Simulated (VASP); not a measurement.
Here is a VASP 6.6.1 calculation.

Contents of INCAR:

```
SYSTEM = Si2WC3
ALGO = Normal
EDIFF = 1E-6
ENCUT = 600
GGA = PE
GGA_COMPAT = .FALSE.
ISIF = 2
ISMEAR = 0
LASPH = .TRUE.
LCHARG = .TRUE.
LELF = .TRUE.
LREAL = .FALSE.
LVHAR = .TRUE.
LWAVE = .FALSE.
NBANDS = 26
NELM = 120
PREC = Accurate
SIGMA = 0.2
```

KPOINTS

```
k-points
0
G
  5 5 3
  0 0 0
```

Contents of POSCAR:

```
Si2WC3
1.0
    2.8774944686      0.0000000000      0.0000000000
   -1.4387472343      2.4919833090      0.0000000000
    0.0000000000      0.0000000000      7.5706727255
Si W C
2 1 3
Direct
    0.6666666667      0.3333333333      0.1563239700
    0.3333333333      0.6666666667      0.8436760300
    0.0000000000      0.0000000000      0.5000000000
    0.6666666667      0.3333333333      0.6950880195
    0.3333333333      0.6666666667      0.3049119805
    0.0000000000      0.0000000000      0.0000000000
```

Potentials or basis: VASP PAW PBE potentials, release 64 (Si, W_sv, C).

Launch:

```sh
$ cat potpaw_PBE.64/Si/POTCAR potpaw_PBE.64/W_sv/POTCAR potpaw_PBE.64/C/POTCAR > POTCAR
$ mpirun -np 1 vasp_std > vasp.out
```

(1) Estimate the largest force.

(2) Estimate the band gap on the k mesh.

(3) Estimate the pressure.

Results:

(1) 0.022 eV/Å.

(2) zero (band 17 reaches 12.43 eV, above the bottom of band 18 at 11.98 eV).

(3) 0.4 GPa.

Caveat: the k points lie up to 0.50 Å⁻¹ apart; spin-orbit coupling is left out, which moves the levels of the heavy elements.
